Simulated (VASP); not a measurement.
# Si2W (I4/mmm) in VASP: a series of runs

Si2W is run at these levels: PBEsol, BLYP+D3(BJ), BLYP+D4, PBE, revPBE+D3(BJ); tasks: single point.

Program: VASP 6.6.1. These are calculated values, not measurements. Logs are shortened: lines on timing, memory, paths and dates and some standing lists are left out, and cuts for length are marked.

## 1. The cell of the first run

The structure is tetragonal, space group I4/mmm (No. 139). The conventional cell has a = 3.214 Å, b = 3.214 Å, c = 7.830 Å, α = 90.00°, β = 90.00°, γ = 90.00°. W (site symmetry 4/mmm) has 10 Si at 2.62 Å and 4 W at 3.21 Å within 3.4 Å. Si (site symmetry 4mm) has 9 Si at 2.59 to 3.21 Å and 5 W at 2.62 Å within 3.4 Å.

## 2. Single point, PBEsol

Contents of INCAR:

```
SYSTEM = Si2W
PREC = Accurate ; ENCUT = 520
EDIFF = 1E-6 ; ISMEAR = -1
SIGMA = 0.05 ; LREAL = .FALSE.
LASPH = .TRUE. ; NELM = 100
ALGO = Normal ; ISIF = 2
LWAVE = .FALSE. ; LCHARG = .TRUE.
GGA = PS ; LELF = .TRUE.
LVHAR = .TRUE. ; NBANDS = 18
```

Contents of KPOINTS:

```
Automatic mesh
0
G
  12 12 12
  0 0 0
```

Contents of POSCAR:

```
Si2W
1.0
   -1.6069000000      1.6069000000      3.9149500000
    1.6069000000     -1.6069000000      3.9149500000
    1.6069000000      1.6069000000     -3.9149500000
W Si
1 2
Direct
    0.0000000000      0.0000000000      0.0000000000
    0.6653000000      0.6653000000      0.0000000000
    0.3347000000      0.3347000000      0.0000000000
```

Potentials or basis: VASP PAW PBE potentials, release 64 (W_sv, Si).

Started as:

```console
cat potpaw_PBE.64/W_sv/POTCAR potpaw_PBE.64/Si/POTCAR > POTCAR
mpirun -np 1 vasp_std > vasp.out
```

OUTCAR:

```text
SYSTEM = Si2W
   PREC = Accurate
   ENCUT = 520
   EDIFF = 1E-6
   ISMEAR = -1
   LREAL = .FALSE.
   LASPH = .TRUE.
   NELM = 100
   ISIF = 2
   GGA = PS

 ion  position               nearest neighbor table
   1  0.000  0.000  0.000-   2 2.62   2 2.62   2 2.62   3 2.62   2 2.62   3 2.62   3 2.62   3 2.62
                             2 2.62   3 2.62
   2  0.665  0.665  0.000-   3 2.59   1 2.62   1 2.62   1 2.62   1 2.62   1 2.62   3 2.63   3 2.63
                             3 2.63   3 2.63
   3  0.335  0.335  0.000-   2 2.59   1 2.62   1 2.62   1 2.62   1 2.62   1 2.62   2 2.63   2 2.63
                             2 2.63   2 2.63

  LATTYP: Found a body centered tetragonal cell.
 ALAT       =     3.2138000000
 C/A-ratio  =     2.4363370465

  Lattice vectors:

 A1 = (  -1.6069000000,   1.6069000000,   3.9149500000)
 A2 = (   1.6069000000,  -1.6069000000,   3.9149500000)
 A3 = (   1.6069000000,   1.6069000000,  -3.9149500000)

Analysis of symmetry for initial positions (statically):
=====================================================================
 Subroutine PRICEL returns:
 Original cell was already a primitive cell.

 Routine SETGRP: Setting up the symmetry group for a
 body centered tetragonal supercell.

 Subroutine GETGRP returns: Found 16 space group operations
 (whereof 16 operations were pure point group operations)
 out of a pool of 16 trial point group operations.

The static configuration has the point symmetry D_4h.

Analysis of symmetry for dynamics (positions and initial velocities):
=====================================================================
 Subroutine PRICEL returns:
 Original cell was already a primitive cell.

 Routine SETGRP: Setting up the symmetry group for a
 body centered tetragonal supercell.

 Subroutine GETGRP returns: Found 16 space group operations
 (whereof 16 operations were pure point group operations)
 out of a pool of 16 trial point group operations.

The dynamic configuration has the point symmetry D_4h.

 Subroutine INISYM returns: Found 16 space group operations
 (whereof 16 operations are pure point group operations),
 and found     1 'primitive' translations

----------------------------------------------------------------------------------------

                                     Primitive cell

  volume of cell :      40.4356

  direct lattice vectors                    reciprocal lattice vectors
    -1.606900000  1.606900000  3.914950000     0.000000000  0.311158131  0.127715552
     1.606900000 -1.606900000  3.914950000     0.311158131  0.000000000  0.127715552
     1.606900000  1.606900000 -3.914950000     0.311158131  0.311158131  0.000000000

  length of vectors
     4.526708376  4.526708376  4.526708376     0.336348992  0.336348992  0.440044048

  position of ions in fractional coordinates (direct lattice)
     0.000000000  0.000000000  0.000000000
     0.665300000  0.665300000  0.000000000
     0.334700000  0.334700000  0.000000000

  ion indices of the primitive-cell ions
   primitive index   ion index
                 1           1
                 2           2
                 3           3

----------------------------------------------------------------------------------------

 KPOINTS: Automatic mesh

Automatic generation of k-mesh.
 Grid dimensions read from file:
 generate k-points for:   12   12   12

 Generating k-lattice:

  Cartesian coordinates                     Fractional coordinates (reciprocal lattice)
     0.000000000  0.025929844  0.010642963     0.083333333  0.000000000  0.000000000
     0.025929844  0.000000000  0.010642963     0.000000000  0.083333333  0.000000000
     0.025929844  0.025929844  0.000000000     0.000000000  0.000000000  0.083333333

  Length of vectors
     0.028029083  0.028029083  0.036670337

  Shift w.r.t. Gamma in fractional coordinates (k-lattice)
     0.000000000  0.000000000  0.000000000

 Subroutine IBZKPT returns following result:
 ===========================================

 Found    163 irreducible k-points:

 Following reciprocal coordinates:
            Coordinates               Weight
  0.000000  0.000000  0.000000      1.000000
  0.083333  0.000000  0.000000      8.000000
  0.166667 -0.000000  0.000000      8.000000
  0.250000  0.000000  0.000000      8.000000
  0.333333  0.000000  0.000000      8.000000
  0.416667  0.000000  0.000000      8.000000
[... 16 lines left out ...]
  0.500000  0.166667 -0.000000     16.000000
 -0.416667  0.166667  0.000000     16.000000
 [... further k-points ...]
   k-points           NKPTS =    163   k-points in BZ     NKDIM =    163   number of bands    NBANDS=     18
   number of dos      NEDOS =    301   number of ions     NIONS =      3
   total plane-waves  NPLWV =  46656
   dimension x,y,z NGX =    36 NGY =   36 NGZ =   36
   dimension x,y,z NGXF=    72 NGYF=   72 NGZF=   72
   ions per type =               1   2
   NGX,Y,Z   is equivalent  to a cutoff of  13.22, 13.22, 13.22 a.u.
   NGXF,Y,Z  is equivalent  to a cutoff of  26.44, 26.44, 26.44 a.u.
 SYSTEM =  Si2W
   PREC   = accura    normal or accurate (medium, high low for compatibility)
   ISTART =      0    job   : 0-new  1-cont  2-samecut
   ICHARG =      2    charge: 1-file 2-atom 10-const
   ISPIN  =      1    spin polarized calculation?
   LNONCOLLINEAR =      F non collinear calculations
   LSORBIT =      F    spin-orbit coupling
   LASPH  =      T    aspherical Exc in radial PAW
   ENCUT  =  520.0 eV  38.22 Ry    6.18 a.u.   8.42  8.42  8.42*2*pi/ulx,y,z
   NELM   =    100;   NELMIN=  2; NELMDL= -5     # of ELM steps
   EDIFF  = 0.1E-05   stopping-criterion for ELM
   LREAL  =      F    real-space projection
   EDIFFG = 0.1E-04   stopping-criterion for IOM
   NSW    =      0    number of steps for IOM
   IBRION =     -1    ionic relax: 0-MD 1-quasi-New 2-CG
   NFREE  =      0    steps in history (QN), initial steepest desc. (CG)
   ISIF   =      2    stress and relaxation
   ISYM   =      2    0-nonsym 1-usesym 2-fastsym
   POTIM  = 0.5000    time-step for ionic-motion
   TEBEG  =    0.0;   TEEND  =   0.0 temperature during run
   PSTRESS=    0.0 pullay stress
   NELECT =      22.0000    total number of electrons
   NUPDOWN=      -1.0000    fix difference up-down
   EMIN   =  10.00;   EMAX   =-10.00  energy-range for DOS
   EFERMI =   0.00;   METHOD = LEGACY
   ISMEAR =    -1;   SIGMA  =   0.05  broadening in eV -4-tet -1-fermi 0-gaus
   EFERMI_NEDOS =   21; number of points for ismear=-14 and -15
   IALGO  =     38    algorithm
   IMIX   =      4    mixing-type and parameters
     AMIX     =   0.40;   BMIX     =  1.00
     AMIX_MAG =   1.60;   BMIX_MAG =  1.00
  volume/ion in A,a.u.               =      13.48        90.96
  Fermi-wavevector in a.u.,A,eV,Ry     =   1.336476  2.525573 24.302284  1.786167
  Thomas-Fermi vector in A             =   2.465099
   LORBIT       =      0    0 simple, 1 ext, 2 COOP (PROOUT), +10 PAW based schemes
   GGA     = PS    functional components
   LHFCALC =     F    Hartree Fock is set to
   AEXX    =    0.0000 exact exchange contribution
   IVDW    =     0    specifies the selected vdW correction
   LEPSILON=     F    determine dielectric tensor
   LRPA    =     F    only Hartree local field effects (RPA)
 non-spin polarized calculation
  energy-cutoff  :      520.00
  volume of cell :       40.44
 maximum number of plane-waves:      1118
 NGX is ok and might be reduce to    36
   NGX = 17   NGY = 17   NGZ = 17

 number of electron      21.9999999 magnetization

 Free energy of the ion-electron system (eV)
  ---------------------------------------------------
  ext. energy  EPLUGINS =         0.00000000
  ---------------------------------------------------
  free energy    TOTEN  =       -26.63922794 eV

  energy without entropy =      -26.63728778  energy(sigma->0) =      -26.63825786

 E-fermi :  11.8714     XC(G=0): -12.6062

 val. band max:       11.8173361647   @ k =  -0.3333  -0.4167   0.3333
 cond. band min:      11.8910192705   @ k =  -0.4167  -0.4167   0.3333
 fundamental gap:      0.0736831058
 Fermi energy:        11.8714069326

 k-point     1 :       0.0000    0.0000    0.0000
  band No.  band energies     occupation
      1     -61.9484      2.00000
      2     -26.2110      2.00000
      3     -26.1923      2.00000
      4     -26.1923      2.00000
      5      -2.2100      2.00000
      6       4.9970      2.00000
[... 10 lines left out ...]
     17      17.5634      0.00000
     18      17.5634      0.00000

 k-point     2 :       0.0833    0.0000    0.0000
  band No.  band energies     occupation
      1     -61.9479      2.00000
      2     -26.2100      2.00000
      3     -26.2072      2.00000
      4     -26.1910      2.00000
      5      -2.0771      2.00000
      6       5.0081      2.00000
[... 10 lines left out ...]
     17      17.5798      0.00000
     18      18.0349      0.00000

 k-point     3 :       0.1667   -0.0000    0.0000
  band No.  band energies     occupation
      1     -61.9465      2.00000
      2     -26.2478      2.00000
      3     -26.2069      2.00000
      4     -26.1873      2.00000
      5      -1.6850      2.00000
      6       4.9867      2.00000
[... 10 lines left out ...]
     17      17.8978      0.00000
     18      19.0974      0.00000

 k-point     4 :       0.2500    0.0000    0.0000
  band No.  band energies     occupation
      1     -61.9446      2.00000
      2     -26.3027      2.00000
      3     -26.2027      2.00000
      4     -26.1822      2.00000
      5      -1.0532      2.00000
      6       4.7246      2.00000
[... 375 lines left out ...]
      4     -26.1908      2.00000
      5       1.4311      2.00000
      6       2.9589      2.00000
[... 10 lines left out ...]
     17      19.1738      0.00000
     18      20.5363      0.00000

 k-point    23 :       0.5000    0.1667   -0.0000
  band No.  band energies     occupation
      1     -61.9389      2.00000
      2     -26.4031      2.00000
      3     -26.2247      2.00000
      4     -26.1887      2.00000
      5       1.9102      2.00000
      6       2.4847      2.00000
[... 10 lines left out ...]
     17      19.2577      0.00000
     18      20.5968      0.00000

 k-point    24 :      -0.4167    0.1667    0.0000
  band No.  band energies     occupation
      1     -61.9395      2.00000
      2     -26.3889      2.00000
      3     -26.2262      2.00000
      4     -26.1890      2.00000
      5       0.8771      2.00000
      6       3.5572      2.00000
[... 10 lines left out ...]
     17      18.9406      0.00000
     18      20.2266      0.00000

 [... further k-points ...]
[... 5 lines left out ...]
  --------------------------------------------------------------------------------------
  -------------------------------------------------------------------------------------
  Total       -0.4658195     -0.4658195     -0.3306289      0.0000000      0.0000000      0.0000000
  in kB      -18.4571378    -18.4571378    -13.1004896      0.0000000      0.0000000      0.0000000
  external PRESSURE =     -16.6715884 kB  Pullay stress =       0.0000000 kB

 VOLUME and BASIS-vectors are now :
 -----------------------------------------------------------------------------
  energy-cutoff  :      520.00
  volume of cell :       40.44
      direct lattice vectors                 reciprocal lattice vectors
    -1.606900000  1.606900000  3.914950000     0.000000000  0.311158131  0.127715552
     1.606900000 -1.606900000  3.914950000     0.311158131  0.000000000  0.127715552
     1.606900000  1.606900000 -3.914950000     0.311158131  0.311158131  0.000000000

 POSITION                                       TOTAL-FORCE (eV/Angst)
 -----------------------------------------------------------------------------------
      0.00000      0.00000      0.00000        -0.000000     -0.000000      0.000000
      0.00000      0.00000      5.20923         0.000000      0.000000      0.026904
      0.00000      0.00000      2.62067        -0.000000     -0.000000     -0.026904
 -----------------------------------------------------------------------------------
    total drift:                               -0.000000     -0.000000      0.000000

  FREE ENERGIE OF THE ION-ELECTRON SYSTEM (eV)
  ---------------------------------------------------
  free  energy   TOTEN  =       -26.6392279416 eV

  energy  without entropy=      -26.6372877811  energy(sigma->0) =      -26.63825786
```

Run time: 2.7 min. Hardware: 1 thread of AMD EPYC 7R43 (Zen 3), shared host; peak memory 0.24 GiB.

What came out:

| Item | Value |
| --- | --- |
| Free energy | -26.6392 eV |
| Pressure | -1.7 GPa |
| Largest force | 0.027 eV/Å |
| Band gap on the k mesh | zero (band 11 reaches 12.59 eV, above the bottom of band 12 at 11.29 eV) |

Forces in eV/Å, atoms in the order of the input:
```
W    0.000  0.000  0.000
Si   0.000  0.000  0.027
Si   0.000  0.000 -0.027
```

Stress tensor (GPa, compression positive):
```
-1.85  0.00  0.00
 0.00 -1.85  0.00
 0.00  0.00 -1.31
```

Levels at points of the mesh, in eV from the Fermi level:
| k point | band 7 | band 8 | band 9 | band 10 | band 11 | band 12 | band 13 | band 14 | band 15 | band 16 |
| --- | --- | --- | --- | --- | --- | --- | --- | --- | --- | --- |
| (0.00, 0.00, 0.00) | -3.73 | -3.37 | -2.85 | -2.85 | 0.59 | 2.75 | 2.90 | 3.07 | 3.07 | 4.60 |
| (0.50, 0.00, 0.00) | -5.77 | -4.86 | -2.81 | -2.79 | -0.46 | 2.67 | 2.79 | 3.93 | 4.41 | 5.08 |
| (0.50, 0.50, 0.00) | -6.01 | -5.48 | -5.03 | -3.27 | -1.77 | 2.81 | 2.93 | 3.10 | 3.89 | 4.30 |
| (0.50, 0.50, 0.50) | -3.89 | -2.60 | -0.84 | -0.84 | -0.52 | -0.52 | 0.77 | 4.51 | 4.88 | 6.12 |

Caveat: the PAW data sets were made with another functional, which shifts forces and pressure a little; spin-orbit coupling is left out, which moves the levels of the heavy elements.

## 3. Single point, BLYP+D3(BJ)

This run uses another cell than the first one, of 13.22 Å³/atom, 0.981 times its volume.

Contents of INCAR:

```
SYSTEM = Si2W
PREC = Accurate
ENCUT = 520
EDIFF = 1E-6
ISMEAR = -1
SIGMA = 0.05
LREAL = .False.
LASPH = .True.
NELM = 80
ALGO = Normal
ISIF = 2
LWAVE = .False.
LCHARG = .False.
GGA = B5
ALDAX = 1.0
AGGAX = 1.0
AGGAC = 1.0
ALDAC = 0.0
IVDW = 12
VDW_S6 = 1.0
VDW_S8 = 2.6996
VDW_A1 = 0.4298
VDW_A2 = 4.2359
NBANDS = 18
```

Contents of KPOINTS:

```
Automatic mesh
0
Gamma
  12 12 12
  0 0 0
```

Contents of POSCAR:

```
Si2W
1.0
   -1.5973740243      1.5973740243      3.8870661838
    1.5973740243     -1.5973740243      3.8870661838
    1.5973740243      1.5973740243     -3.8870661838
W Si
1 2
Direct
    0.0000000000      0.0000000000      0.0000000000
    0.6654842769      0.6654842769      0.0000000000
    0.3345157231      0.3345157231      0.0000000000
```

Potentials or basis: VASP PAW PBE potentials, release 64 (W_sv, Si).

Started as:

```console
cat potpaw_PBE.64/W_sv/POTCAR potpaw_PBE.64/Si/POTCAR > POTCAR
mpirun -np 1 vasp_std > vasp.out
```

Wall time 76 s (1 thread of Intel Xeon 6975P-C (Granite Rapids), shared host); peak memory 0.27 GiB.

Results (log left out):

```yaml
Free_energy: -24.5726 eV
Pressure: 1.2 GPa
Largest_force: 0.014 eV/Å
Band_gap_on_the_k_mesh: zero (band 11 reaches 13.44 eV, above the bottom of band 12 at 12.13 eV)
Dispersion_energy_per_atom: -1.351 eV
```

Forces in eV/Å, atoms in the order of the input:
```
W    0.000  0.000  0.000
Si   0.000  0.000  0.014
Si   0.000  0.000 -0.014
```

Stress tensor (GPa, compression positive):
```
1.17 0.00 0.00
0.00 1.17 0.00
0.00 0.00 1.31
```

Levels at points of the mesh, in eV from the Fermi level:
```csv
k point,band 8,band 9,band 10,band 11,band 12,band 13,band 14,band 15
"(0.00, 0.00, 0.00)",-3.30,-2.92,-2.92,0.58,2.78,3.15,3.15,3.28
"(0.50, 0.00, 0.00)",-4.77,-2.87,-2.80,-0.47,2.74,2.78,4.06,4.51
"(0.50, 0.50, 0.00)",-5.56,-5.05,-3.28,-1.57,2.84,3.00,3.19,4.03
"(0.50, 0.50, 0.50)",-2.60,-0.84,-0.84,-0.54,-0.54,0.76,4.53,4.95
```

Caveat: the PAW data sets were made with another functional, which shifts forces and pressure a little; spin-orbit coupling is left out, which moves the levels of the heavy elements; pairwise dispersion overbinds metals, which lowers pressure and volume.

[end of part 1 of 2]
